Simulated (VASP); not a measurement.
Write the native input for VASP 6.6.1 that does the following.

```yaml
Task: single point
Functional: PBE
Potentials_or_basis: VASP PAW PBE potentials, release 64 (Ta_pv, N)
Cutoff: 520 eV
k_mesh: 5 × 5 × 8
Occupations: fermi-dirac, width 0.03 eV
Spin: no spin polarisation
Dipole_correction: no
Further_INCAR_settings: ALGO = Normal; EDIFF = 1e-07; NBANDS = 33
```

The structure of TaN lies in POSCAR:

```
TaN
1.0
    5.0791532447      0.0000000000      0.0000000000
   -2.5395766223      4.3986757396      0.0000000000
    0.0000000000      0.0000000000      2.8486364041
Ta N
3 3
Direct
    0.0000000000      0.0000000000      0.0000000000
    0.3333333333      0.6666666667      0.5000000000
    0.6666666667      0.3333333333      0.5000000000
    0.5000000000      0.0000000000      0.0000000000
    0.5000000000      0.5000000000      0.0000000000
    0.0000000000      0.5000000000      0.0000000000
```

One way to write it, as run:

INCAR

```
ALGO = Normal
EDIFF = 1E-7
ENCUT = 520
GGA = PE
ISIF = 2
ISMEAR = -1
LASPH = True
LCHARG = True
LELF = True
LREAL = False
LVHAR = True
LWAVE = False
NBANDS = 33
NELM = 80
PREC = Accurate
SIGMA = 0.03
```

KPOINTS

```
k-points
0
Gamma
  5 5 8
```

Potentials or basis: VASP PAW PBE potentials, release 64 (Ta_pv, N).

Run with:

```bash
$ cat potpaw_PBE.64/Ta_pv/POTCAR potpaw_PBE.64/N/POTCAR > POTCAR
$ mpirun -np 1 vasp_std > vasp.out
```

It gave:

| Item | Value |
| --- | --- |
| Pressure | 35.8 GPa |
| Band gap on the k mesh | zero (bands 24 and 25 overlap by 2.36 eV) |

Caveat: the cell stands under pressure; spin-orbit coupling is left out, which moves the levels of the heavy elements.

Run time: 63 s on 1 thread of Intel(R) Xeon(R) Platinum 8488C (Sapphire Rapids) (shared host), peak memory 0.2 GiB.
